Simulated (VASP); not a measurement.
# Nb3Pb (Pm-3n) in VASP: electric field gradients with PBE

Aim: the electric field gradients of Nb3Pb with PBE.

Everything below comes from runs of VASP 6.6.1. Logs are shortened: lines on timing, memory, paths and dates and some standing lists are left out, and cuts for length are marked.

## 1. The cell of the first run

Symmetry: Pm-3n, No. 223, cubic system. Conventional cell: a = 5.319 Å, b = 5.319 Å, c = 5.319 Å, α = 90.00°, β = 90.00°, γ = 90.00°. Within 3.5 Å of Nb (site symmetry -4m2) lie 10 Nb at 2.66 to 3.26 Å and 4 Pb at 2.97 Å. Within 3.9 Å of Pb (site symmetry m-3) lie 12 Nb at 2.97 Å.

## 2. Electric field gradients, PBE

INCAR reads:

```
SYSTEM = Nb3Pb
PREC = Accurate ; ENCUT = 520
EDIFF = 1E-8 ; ISMEAR = -1
SIGMA = 0.05 ; LREAL = .False.
LASPH = .True. ; NELM = 80
ALGO = Normal ; ISIF = 2
LWAVE = .False. ; LCHARG = .False.
GGA = PE ; LEFG = .True.
NBANDS = 63
```

KPOINTS reads:

```
Automatic mesh
0
Gamma
  6 6 6
  0 0 0
```

POSCAR reads:

```
Nb3Pb
1.0
    5.3190000000      0.0000000000      0.0000000000
    0.0000000000      5.3190000000      0.0000000000
    0.0000000000      0.0000000000      5.3190000000
Nb Pb
6 2
Direct
    0.2500000000      0.0000000000      0.5000000000
    0.5000000000      0.7500000000      0.0000000000
    0.7500000000      0.0000000000      0.5000000000
    0.5000000000      0.2500000000      0.0000000000
    0.0000000000      0.5000000000      0.7500000000
    0.0000000000      0.5000000000      0.2500000000
    0.0000000000      0.0000000000      0.0000000000
    0.5000000000      0.5000000000      0.5000000000
```

Potentials or basis: VASP PAW PBE potentials, release 64 (Nb_sv, Pb_d).

On the command line:

```
cat potpaw_PBE.64/Nb_sv/POTCAR potpaw_PBE.64/Pb_d/POTCAR > POTCAR
mpirun -np 1 vasp_std > vasp.out
```

OUTCAR:

```text
SYSTEM = Nb3Pb
   PREC = Accurate
   ENCUT = 520
   EDIFF = 1E-8
   ISMEAR = -1
   LREAL = .False.
   LASPH = .True.
   NELM = 80
   ISIF = 2
   GGA = PE

 ion  position               nearest neighbor table
   1  0.250  0.000  0.500-   3 2.66   3 2.66   8 2.97   7 2.97   8 2.97   7 2.97
   2  0.500  0.750  0.000-   4 2.66   4 2.66   8 2.97   8 2.97   7 2.97   7 2.97
   3  0.750  0.000  0.500-   1 2.66   1 2.66   8 2.97   7 2.97   8 2.97   7 2.97
   4  0.500  0.250  0.000-   2 2.66   2 2.66   8 2.97   8 2.97   7 2.97   7 2.97
   5  0.000  0.500  0.750-   6 2.66   6 2.66   8 2.97   7 2.97   7 2.97   8 2.97
   6  0.000  0.500  0.250-   5 2.66   5 2.66   8 2.97   7 2.97   7 2.97   8 2.97
   7  0.000  0.000  0.000-   1 2.97   2 2.97   3 2.97   4 2.97   5 2.97   6 2.97   1 2.97   3 2.97
                             5 2.97   6 2.97   2 2.97   4 2.97
   8  0.500  0.500  0.500-   1 2.97   2 2.97   3 2.97   4 2.97   5 2.97   6 2.97   2 2.97   4 2.97
                             1 2.97   3 2.97   5 2.97   6 2.97

  LATTYP: Found a simple cubic cell.
 ALAT       =     5.3190000000

  Lattice vectors:

 A1 = (   5.3190000000,   0.0000000000,   0.0000000000)
 A2 = (   0.0000000000,   5.3190000000,   0.0000000000)
 A3 = (   0.0000000000,   0.0000000000,   5.3190000000)

Analysis of symmetry for initial positions (statically):
=====================================================================
 Subroutine PRICEL returns:
 Original cell was already a primitive cell.

 Routine SETGRP: Setting up the symmetry group for a
 simple cubic supercell.

 Subroutine GETGRP returns: Found 48 space group operations
 (whereof 24 operations were pure point group operations)
 out of a pool of 48 trial point group operations.

The static configuration has the point symmetry T_h .
 The point group associated with its full space group is O_h .

Analysis of symmetry for dynamics (positions and initial velocities):
=====================================================================
 Subroutine PRICEL returns:
 Original cell was already a primitive cell.

 Routine SETGRP: Setting up the symmetry group for a
 simple cubic supercell.

 Subroutine GETGRP returns: Found 48 space group operations
 (whereof 24 operations were pure point group operations)
 out of a pool of 48 trial point group operations.

The dynamic configuration has the point symmetry T_h .
 The point group associated with its full space group is O_h .

 Subroutine INISYM returns: Found 48 space group operations
 (whereof 24 operations are pure point group operations),
 and found     1 'primitive' translations

----------------------------------------------------------------------------------------

                                     Primitive cell

  volume of cell :     150.4839

  direct lattice vectors                    reciprocal lattice vectors
     5.319000000  0.000000000  0.000000000     0.188005264  0.000000000  0.000000000
     0.000000000  5.319000000  0.000000000     0.000000000  0.188005264  0.000000000
     0.000000000  0.000000000  5.319000000     0.000000000  0.000000000  0.188005264

  length of vectors
     5.319000000  5.319000000  5.319000000     0.188005264  0.188005264  0.188005264

  position of ions in fractional coordinates (direct lattice)
     0.250000000  0.000000000  0.500000000
     0.500000000  0.750000000  0.000000000
     0.750000000  0.000000000  0.500000000
     0.500000000  0.250000000  0.000000000
     0.000000000  0.500000000  0.750000000
     0.000000000  0.500000000  0.250000000
     0.000000000  0.000000000  0.000000000
     0.500000000  0.500000000  0.500000000

  ion indices of the primitive-cell ions
   primitive index   ion index
                 1           1
                 2           2
                 3           3
                 4           4
                 5           5
                 6           6
[... 72 lines left out ...]
   NSW    =      0    number of steps for IOM
   IBRION =     -1    ionic relax: 0-MD 1-quasi-New 2-CG
   NFREE  =      0    steps in history (QN), initial steepest desc. (CG)
   ISIF   =      2    stress and relaxation
   ISYM   =      2    0-nonsym 1-usesym 2-fastsym
   POTIM  = 0.5000    time-step for ionic-motion
   TEBEG  =    0.0;   TEEND  =   0.0 temperature during run
   PSTRESS=    0.0 pullay stress
   NELECT =     106.0000    total number of electrons
   NUPDOWN=      -1.0000    fix difference up-down
   EMIN   =  10.00;   EMAX   =-10.00  energy-range for DOS
   EFERMI =   0.00;   METHOD = LEGACY
   ISMEAR =    -1;   SIGMA  =   0.05  broadening in eV -4-tet -1-fermi 0-gaus
   EFERMI_NEDOS =   21; number of points for ismear=-14 and -15
   IALGO  =     38    algorithm
   IMIX   =      4    mixing-type and parameters
     AMIX     =   0.40;   BMIX     =  1.00
     AMIX_MAG =   1.60;   BMIX_MAG =  1.00
  volume/ion in A,a.u.               =      18.81       126.94
  Fermi-wavevector in a.u.,A,eV,Ry     =   1.456622  2.752616 28.868120  2.121747
  Thomas-Fermi vector in A             =   2.573518
   LORBIT       =      0    0 simple, 1 ext, 2 COOP (PROOUT), +10 PAW based schemes
   GGA     = PE    functional components
   LHFCALC =     F    Hartree Fock is set to
   AEXX    =    0.0000 exact exchange contribution
   IVDW    =     0    specifies the selected vdW correction
   LEPSILON=     F    determine dielectric tensor
   LRPA    =     F    only Hartree local field effects (RPA)
 non-spin polarized calculation
  energy-cutoff  :      520.00
  volume of cell :      150.48
 maximum number of plane-waves:      4076
 NGX is ok and might be reduce to    40
   NGX = 19   NGY = 19   NGZ = 19

 number of electron     106.0000016 magnetization

 Free energy of the ion-electron system (eV)
  ---------------------------------------------------
  ext. energy  EPLUGINS =         0.00000000
  ---------------------------------------------------
  free energy    TOTEN  =       -67.49191660 eV

  energy without entropy =      -67.39563333  energy(sigma->0) =      -67.44377497

 E-fermi :  11.3645     XC(G=0): -12.3823

 val. band max:       11.3574850578   @ k =   0.5000   0.3333   0.0000
 cond. band min:      11.3828366732   @ k =   0.1667   0.1667   0.0000
 fundamental gap:      0.0253516155
 Fermi energy:        11.3645182151

 k-point     1 :       0.0000    0.0000    0.0000
  band No.  band energies     occupation
      1     -43.2693      2.00000
      2     -43.2024      2.00000
      3     -43.2024      2.00000
      4     -42.9950      2.00000
      5     -42.9950      2.00000
      6     -42.9950      2.00000
[... 1309 lines left out ...]
     62      13.7547      0.00000
     63      13.7548      0.00000

------------------------ aborting loop because EDIFF is reached ----------------------------------------

  FORCE on cell =-STRESS in cart. coord.  units (eV):
  Direction    XX          YY          ZZ          XY          YZ          ZX
  --------------------------------------------------------------------------------------
  -------------------------------------------------------------------------------------
  Total        4.2041972      4.2041972      4.2041972     -0.0000000      0.0000000      0.0000000
  in kB       44.7614027     44.7614027     44.7614027     -0.0000000      0.0000000      0.0000000
  external PRESSURE =      44.7614027 kB  Pullay stress =       0.0000000 kB

 VOLUME and BASIS-vectors are now :
 -----------------------------------------------------------------------------
  energy-cutoff  :      520.00
  volume of cell :      150.48
      direct lattice vectors                 reciprocal lattice vectors
     5.319000000  0.000000000  0.000000000     0.188005264  0.000000000  0.000000000
     0.000000000  5.319000000  0.000000000     0.000000000  0.188005264  0.000000000
     0.000000000  0.000000000  5.319000000     0.000000000  0.000000000  0.188005264

 POSITION                                       TOTAL-FORCE (eV/Angst)
 -----------------------------------------------------------------------------------
      1.32975      0.00000      2.65950        -0.000000      0.000000      0.000000
      2.65950      3.98925      0.00000         0.000000     -0.000000      0.000000
      3.98925      0.00000      2.65950         0.000000     -0.000000     -0.000000
      2.65950      1.32975      0.00000        -0.000000      0.000000      0.000000
      0.00000      2.65950      3.98925         0.000000      0.000000     -0.000000
      0.00000      2.65950      1.32975        -0.000000      0.000000      0.000000
      0.00000      0.00000      0.00000         0.000000      0.000000      0.000000
      2.65950      2.65950      2.65950         0.000000      0.000000      0.000000
 -----------------------------------------------------------------------------------
    total drift:                                0.000000     -0.000000      0.000000

  FREE ENERGIE OF THE ION-ELECTRON SYSTEM (eV)
  ---------------------------------------------------
  free  energy   TOTEN  =       -67.4919166009 eV

  energy  without entropy=      -67.3956333315  energy(sigma->0) =      -67.44377497

 Electric field gradients (V/A^2)
---------------------------------------------------------------------
 ion       V_xx      V_yy      V_zz      V_xy      V_xz      V_yz
---------------------------------------------------------------------
   1      38.469   -19.234   -19.234     0.000     0.000     0.000
   2     -19.234    38.469   -19.234     0.000     0.000     0.000
   3      38.469   -19.234   -19.234     0.000     0.000    -0.000
   4     -19.234    38.469   -19.234     0.000     0.000     0.000
   5     -19.234   -19.234    38.469    -0.000    -0.000     0.000
   6     -19.234   -19.234    38.469    -0.000    -0.000     0.000
   7      -0.000     0.000     0.000    -0.000    -0.000     0.000
   8       0.000    -0.000     0.000     0.000     0.000    -0.000
---------------------------------------------------------------------

 Electric field gradients after diagonalization (V/A^2)
 (convention: |V_zz| > |V_xx| > |V_yy|)
----------------------------------------------------------------------
 ion       V_xx      V_yy      V_zz     asymmetry (V_yy - V_xx)/ V_zz
----------------------------------------------------------------------
   1     -19.234   -19.234    38.469       0.000
   2     -19.234   -19.234    38.469       0.000
   3     -19.234   -19.234    38.469       0.000
   4     -19.234   -19.234    38.469       0.000
   5     -19.234   -19.234    38.469       0.000
   6     -19.234   -19.234    38.469       0.000
   7       0.000     0.000    -0.000       0.197
   8      -0.000     0.000     0.000       0.682
----------------------------------------------------------------------

           NMR quadrupolar parameters

 Cq : quadrupolar parameter    Cq=e*Q*V_zz/h
 eta: asymmetry parameters     (V_yy - V_xx)/ V_zz
 Q  : nuclear electric quadrupole moment in mb (millibarn)
----------------------------------------------------------------------
 ion       Cq(MHz)       eta       Q (mb)
----------------------------------------------------------------------
   1       0.093       0.000       1.000
   2       0.093       0.000       1.000
   3       0.093       0.000       1.000
   4       0.093       0.000       1.000
   5       0.093       0.000       1.000
   6       0.093       0.000       1.000
   7      -0.000       0.197       1.000
   8       0.000       0.682       1.000
----------------------------------------------------------------------
```

It took 3.9 min on 1 thread of Oxide Virtual Turin-like, shared host; peak memory 0.3 GiB.

What came out:

```
Free energy            : -67.4919 eV
Pressure               : 4.5 GPa
Band gap on the k mesh : zero (band 53 reaches 11.58 eV, above the bottom of band 54 at 10.99 eV)
```

Electric field gradients, principal values (V/Å²):
```
atom    least   middle  greatest (by size)
1 Nb  -19.234  -19.234              38.469
2 Nb  -19.234  -19.234              38.469
3 Nb  -19.234  -19.234              38.469
4 Nb  -19.234  -19.234              38.469
5 Nb  -19.234  -19.234              38.469
6 Nb  -19.234  -19.234              38.469
7 Pb    0.000    0.000               0.000
8 Pb    0.000    0.000               0.000
```

Caveat: without QUAD_EFG the Cq values of the log hold for a quadrupole moment of 1 mb, not for the nuclei; spin-orbit coupling is left out, which moves the levels of the heavy elements.
